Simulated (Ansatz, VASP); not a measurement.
# Ge in VASP and in Ansatz

```
Ge
1.0
     3.99864    0.00000    0.00000
    -1.99932    3.46292    0.00000
     0.00000    0.00000    6.59206
Ge
4
Cartesian
  1.9993 1.1543 0.4138
  0.0000 2.3086 3.7099
  1.9993 1.1543 2.8822
  0.0000 2.3086 6.1782
```

Alike in both runs: task relaxation of cell and atoms; functional PBEsol; k mesh 12 × 12 × 6; occupations gaussian, width 0.1 eV; no spin polarisation.

```csv
,VASP,Ansatz
version,VASP 6.6.1,Ansatz 0.2.0
potentials or method,"VASP PAW PBE potentials, release 64 (Ge_d), cutoff 600 eV","scalar-relativistic, plane waves, PAW"
valence electrons in the cell,56,56
```

VASP gave:

```
gap on the k mesh at the Fermi level, each at its own relaxed structure (eV) : none
relaxed volume (Å³/atom)                                                     : 22.79
relaxed length of the cell vector where the two differ most in proportion (Å)              : 6.590
```

Task: Which values does Ansatz return?

Result: gap on the k mesh at the Fermi level, each at its own relaxed structure (eV): none; relaxed volume (Å³/atom): 22.82; relaxed length of the cell vector where the two differ most in proportion (Å): 6.596.

VASP's potentials were made for PBE, not for PBEsol. A gap of «none» marks a metal or a gap that the smearing closes.
